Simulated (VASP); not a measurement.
# Hf7FeO16 (a cell with a defect) in VASP: single point with PBE

Aim: the single point of Hf7FeO16 (a cell with a defect) with PBE.

All numbers are computed with VASP 6.6.1; they aren't measurements. Logs are shortened: lines on timing, memory, paths and dates and some standing lists are left out, and cuts for length are marked.

## Step 1: The cell of the first run

The cell holds a defect, 24 atoms: a = 7.234 Å, b = 7.234 Å, c = 7.234 Å, α = 60.00°, β = 60.00°, γ = 60.00°.

## Step 2: Single point, PBE, collinear spin, ferromagnetic start

The input, INCAR:

```
SYSTEM = Hf7FeO16
PREC = Accurate ; ENCUT = 520
EDIFF = 1E-7 ; ISMEAR = -1
SIGMA = 0.01 ; LREAL = Auto
LASPH = .True. ; NELM = 150
ALGO = Normal ; ISIF = 2
LWAVE = .False. ; LCHARG = .False.
ISPIN = 2 ; MAGMOM = 5 0 0 0 0 0 0 0 0 0 0 0 0 0 0 0 0 0 0 0 0 0 0 0
LORBIT = 11 ; LMAXMIX = 4
GGA = PE ; NELECT = 175.0
NBANDS = 109
```

The input, KPOINTS:

```
Automatic mesh
0
Gamma
  3 3 3
  0 0 0
```

The input, POSCAR:

```
Hf7FeO16
1.0
    0.0000000000      5.1150000000      5.1150000000
    5.1150000000      0.0000000000      5.1150000000
    5.1150000000      5.1150000000      0.0000000000
Fe Hf O
1 7 16
Direct
    0.0000000000      0.0000000000      0.0000000000
    0.0000000000      0.0000000000      0.5000000000
    0.0000000000      0.5000000000      0.0000000000
    0.0000000000      0.5000000000      0.5000000000
    0.5000000000      0.0000000000      0.0000000000
    0.5000000000      0.0000000000      0.5000000000
    0.5000000000      0.5000000000      0.0000000000
    0.5000000000      0.5000000000      0.5000000000
    0.1265055261      0.1265055261      0.1265055261
    0.1265055261      0.1265055261      0.6204834217
    0.1265055261      0.6204834217      0.1265055261
    0.1277642263      0.6240785912      0.6240785912
    0.6204834217      0.1265055261      0.1265055261
    0.6240785912      0.1277642263      0.6240785912
    0.6240785912      0.6240785912      0.1277642263
    0.6240785912      0.6240785912      0.6240785912
    0.3759214088      0.3759214088      0.3759214088
    0.3759214088      0.3759214088      0.8722357737
    0.3759214088      0.8722357737      0.3759214088
    0.3795165783      0.8734944739      0.8734944739
    0.8722357737      0.3759214088      0.3759214088
    0.8734944739      0.3795165783      0.8734944739
    0.8734944739      0.8734944739      0.3795165783
    0.8734944739      0.8734944739      0.8734944739
```

Potentials or basis: VASP PAW PBE potentials, release 64 (Fe, Hf_pv, O).

Command:

```sh
$ cat potpaw_PBE.64/Fe/POTCAR potpaw_PBE.64/Hf_pv/POTCAR potpaw_PBE.64/O/POTCAR > POTCAR
$ mpirun -np 1 vasp_std > vasp.out
```

OUTCAR:

```text
SYSTEM = Hf7FeO16
   PREC = Accurate
   ENCUT = 520
   EDIFF = 1E-7
   ISMEAR = -1
   LREAL = Auto
   LASPH = .True.
   NELM = 150
   ISIF = 2
   ISPIN = 2
   LORBIT = 11
   GGA = PE
   NELECT = 175.0

 ion  position               nearest neighbor table
   1  0.000  0.000  0.000-   9 2.24  24 2.24  11 2.24  13 2.24  20 2.24  22 2.24  23 2.24  10 2.24

   2  0.000  0.000  0.500-  10 2.21  23 2.21   9 2.21  24 2.21  19 2.22  21 2.22  12 2.22  14 2.22
                             4 3.62   6 3.62   3 3.62   5 3.62   3 3.62   4 3.62   8 3.62   5 3.62
   3  0.000  0.500  0.000-  11 2.21  22 2.21   9 2.21  24 2.21  18 2.22  21 2.22  12 2.22  15 2.22
                             4 3.62   7 3.62   2 3.62   4 3.62   8 3.62   2 3.62   5 3.62   5 3.62
   4  0.000  0.500  0.500-  10 2.21  11 2.21  22 2.21  23 2.21  12 2.22  21 2.22  17 2.22  16 2.22
                             8 3.62   2 3.62   3 3.62   3 3.62   7 3.62   2 3.62   6 3.62   6 3.62
   5  0.500  0.000  0.000-  13 2.21  20 2.21   9 2.21  24 2.21  18 2.22  19 2.22  14 2.22  15 2.22
                             6 3.62   7 3.62   2 3.62   6 3.62   8 3.62   3 3.62   7 3.62   8 3.62
   6  0.500  0.000  0.500-  10 2.21  13 2.21  20 2.21  23 2.21  14 2.22  19 2.22  17 2.22  16 2.22
                             8 3.62   2 3.62   5 3.62   5 3.62   7 3.62   4 3.62   7 3.62   8 3.62
   7  0.500  0.500  0.000-  11 2.21  13 2.21  20 2.21  22 2.21  15 2.22  18 2.22  17 2.22  16 2.22
                             8 3.62   3 3.62   5 3.62   4 3.62   6 3.62   8 3.62   5 3.62   6 3.62
   8  0.500  0.500  0.500-  16 2.20  17 2.20  15 2.20  12 2.20  14 2.20  18 2.20  19 2.20  21 2.20
                             7 3.62   4 3.62   6 3.62   3 3.62   5 3.62   7 3.62   2 3.62   5 3.62
   9  0.127  0.127  0.127-   2 2.21   3 2.21   5 2.21   1 2.24
  10  0.127  0.127  0.620-   2 2.21   4 2.21   6 2.21   1 2.24
  11  0.127  0.620  0.127-   3 2.21   4 2.21   7 2.21   1 2.24
  12  0.128  0.624  0.624-   8 2.20   4 2.22   2 2.22   3 2.22
  13  0.620  0.127  0.127-   5 2.21   6 2.21   7 2.21   1 2.24
  14  0.624  0.128  0.624-   8 2.20   6 2.22   2 2.22   5 2.22
[... 8 lines left out ...]
  23  0.873  0.873  0.380-   2 2.21   4 2.21   6 2.21   1 2.24
  24  0.873  0.873  0.873-   2 2.21   3 2.21   5 2.21   1 2.24

  LATTYP: Found a face centered cubic cell.
 ALAT       =    10.2300000000

  Lattice vectors:

 A1 = (   0.0000000000,   5.1150000000,   5.1150000000)
 A2 = (   5.1150000000,   0.0000000000,   5.1150000000)
 A3 = (   5.1150000000,   5.1150000000,   0.0000000000)

Analysis of symmetry for initial positions (statically):
=====================================================================
 Subroutine PRICEL returns:
 Original cell was already a primitive cell.

 Routine SETGRP: Setting up the symmetry group for a
 face centered cubic supercell.

 Subroutine GETGRP returns: Found 48 space group operations
 (whereof 48 operations were pure point group operations)
 out of a pool of 48 trial point group operations.

The static configuration has the point symmetry O_h .

Analysis of symmetry for dynamics (positions and initial velocities):
=====================================================================
 Subroutine PRICEL returns:
 Original cell was already a primitive cell.

 Routine SETGRP: Setting up the symmetry group for a
[... 206 lines left out ...]
      3     -26.4317      1.00000
      4     -26.3868      1.00000
      5     -26.2770      1.00000
      6     -26.2770      1.00000
[... 397 lines left out ...]
     98       8.5111      0.00000
     99       8.5255      0.00000
 Fermi energy:         4.4252945309

 spin component 2

 k-point     1 :       0.0000    0.0000    0.0000
  band No.  band energies     occupation
      1     -26.4356      1.00000
      2     -26.4356      1.00000
      3     -26.4356      1.00000
      4     -26.3942      1.00000
      5     -26.2821      1.00000
      6     -26.2821      1.00000
[... 397 lines left out ...]
     98       8.4430      0.00000
     99       8.5020      0.00000
 [bands above 99 left out]

------------------------ aborting loop because EDIFF is reached ----------------------------------------

  FORCE on cell =-STRESS in cart. coord.  units (eV):
  Direction    XX          YY          ZZ          XY          YZ          ZX
  --------------------------------------------------------------------------------------
  -------------------------------------------------------------------------------------
  Total       -2.4439389     -2.4439389     -2.4439389      0.0000000      0.0000000      0.0000000
  in kB      -14.6296524    -14.6296524    -14.6296524      0.0000000      0.0000000      0.0000000
  external PRESSURE =     -14.6296524 kB  Pullay stress =       0.0000000 kB

 VOLUME and BASIS-vectors are now :
 -----------------------------------------------------------------------------
  energy-cutoff  :      520.00
  volume of cell :      267.65
      direct lattice vectors                 reciprocal lattice vectors
     0.000000000  5.115000000  5.115000000    -0.097751711  0.097751711  0.097751711
     5.115000000  0.000000000  5.115000000     0.097751711 -0.097751711  0.097751711
     5.115000000  5.115000000  0.000000000     0.097751711  0.097751711 -0.097751711

 POSITION                                       TOTAL-FORCE (eV/Angst)
 -----------------------------------------------------------------------------------
      0.00000      0.00000      0.00000        -0.000000      0.000000     -0.000000
      2.55750      2.55750      0.00000         0.000000     -0.000000     -0.000000
      2.55750      0.00000      2.55750         0.000000      0.000000     -0.000000
      5.11500      2.55750      2.55750         0.000000      0.000000     -0.000000
      0.00000      2.55750      2.55750        -0.000000     -0.000000     -0.000000
      2.55750      5.11500      2.55750        -0.000000      0.000000     -0.000000
[... 16 lines left out ...]
      6.40915      6.40915      8.93585         0.087742      0.087742     -0.087742
      8.93585      8.93585      8.93585        -0.087742     -0.087742     -0.087742
 -----------------------------------------------------------------------------------
    total drift:                               -0.000000     -0.000000      0.000000

  FREE ENERGIE OF THE ION-ELECTRON SYSTEM (eV)
  ---------------------------------------------------
  free  energy   TOTEN  =      -227.1191164410 eV

  energy  without entropy=     -227.1191164410  energy(sigma->0) =     -227.11911644

 total charge

# of ion       s       p       d       tot
------------------------------------------
    1        0.271   0.332   5.770   6.373
    2        0.291   6.554   1.353   8.198
    3        0.291   6.554   1.353   8.198
    4        0.291   6.554   1.353   8.198
    5        0.291   6.554   1.353   8.198
    6        0.291   6.554   1.353   8.198
[... 16 lines left out ...]
   23        1.564   3.505   0.000   5.069
   24        1.564   3.505   0.000   5.069
--------------------------------------------------
tot         27.315 102.639  15.273 145.226

 magnetization (x)

# of ion       s       p       d       tot
------------------------------------------
    1       -0.016  -0.014  -3.949  -3.979
    2       -0.000  -0.002  -0.004  -0.007
    3       -0.000  -0.002  -0.004  -0.007
    4       -0.000  -0.002  -0.004  -0.007
    5       -0.000  -0.002  -0.004  -0.007
    6       -0.000  -0.002  -0.004  -0.007
[... 16 lines left out ...]
   23       -0.005  -0.081   0.000  -0.086
   24       -0.005  -0.081   0.000  -0.086
--------------------------------------------------
tot         -0.057  -0.751  -3.982  -4.790
```

OSZICAR:

```text
N       E                     dE             d eps       ncg     rms          rms(c)
DAV:   1     0.143587226524E+04    0.14359E+04   -0.95070E+04  1776   0.164E+03
DAV:   2    -0.131929233120E+03   -0.15678E+04   -0.14892E+04  1997   0.443E+02
DAV:   3    -0.272946558259E+03   -0.14102E+03   -0.13717E+03  1972   0.125E+02
[... 15 lines left out ...]
DAV:  19    -0.227119116604E+03   -0.28118E-04   -0.29205E-04  2152   0.549E-02    0.615E-02
DAV:  20    -0.227119111377E+03    0.52269E-05   -0.81418E-05  2408   0.539E-02    0.303E-02
DAV:  21    -0.227119117300E+03   -0.59234E-05   -0.23095E-05  2456   0.271E-02    0.204E-02
DAV:  22    -0.227119116455E+03    0.84509E-06   -0.47308E-06  2280   0.828E-03    0.749E-03
DAV:  23    -0.227119116441E+03    0.14013E-07   -0.91920E-07  2224   0.698E-03
   1 F= -.22711912E+03 E0= -.22711912E+03  d E =-.142198E-14  mag=    -4.9997
```

It took 13 min on 1 thread of Intel Xeon Platinum 8375C at 2.90GHz (Ice Lake), shared host; peak memory 0.6 GiB.

Results:

```
Free energy                                           : -227.1191 eV
Largest force                                         : 0.152 eV/Å
Net moment                                            : -5.00 μB per cell
Site moments                                          : Fe -3.98; Hf -0.01; O -0.09, -0.01 (each value once) μB
Valence electrons inside the program's atomic spheres : Fe 6.37; Hf 8.20, 8.26 (each value once); O 5.07, 5.11 (each value once)
```

Forces on the atoms (eV/Å):
```
Fe   0.000  0.000  0.000
Hf   0.000  0.000  0.000
Hf   0.000  0.000  0.000
Hf   0.000  0.000  0.000
Hf   0.000  0.000  0.000
Hf   0.000  0.000  0.000
Hf   0.000  0.000  0.000
Hf   0.000  0.000  0.000
O    0.088  0.088  0.088
O   -0.088 -0.088  0.088
O   -0.088  0.088 -0.088
O    0.020 -0.020 -0.020
O    0.088 -0.088 -0.088
O   -0.020  0.020 -0.020
O   -0.020 -0.020  0.020
O    0.020  0.020  0.020
O   -0.020 -0.020 -0.020
O    0.020  0.020 -0.020
O    0.020 -0.020  0.020
O   -0.088  0.088  0.088
O   -0.020  0.020  0.020
O    0.088 -0.088  0.088
O    0.088  0.088 -0.088
O   -0.088 -0.088 -0.088
```

Levels at points of the mesh, in eV from the Fermi level:
Spin up:
```tsv
k point	band 83	band 84	band 85	band 86	band 87	band 88
(0.00, 0.00, 0.00)	-0.51	-0.51	-0.30	0.40	0.41	1.13
```
Spin down:
```
           k point  band 86  band 87  band 88  band 89  band 90  band 91  band 92  band 93  band 94  band 95
(0.00, 0.00, 0.00)    -1.01    -1.01    -0.57    -0.57    -0.47     2.82     3.18     3.18     3.35     3.35
```

Caveat: the cell carries a net charge on a neutralising background, which shifts energy and pressure; the cell is charged against a uniform background, so pressure and absolute levels hang on convention; spin-orbit coupling is left out, which moves the levels of the heavy elements.
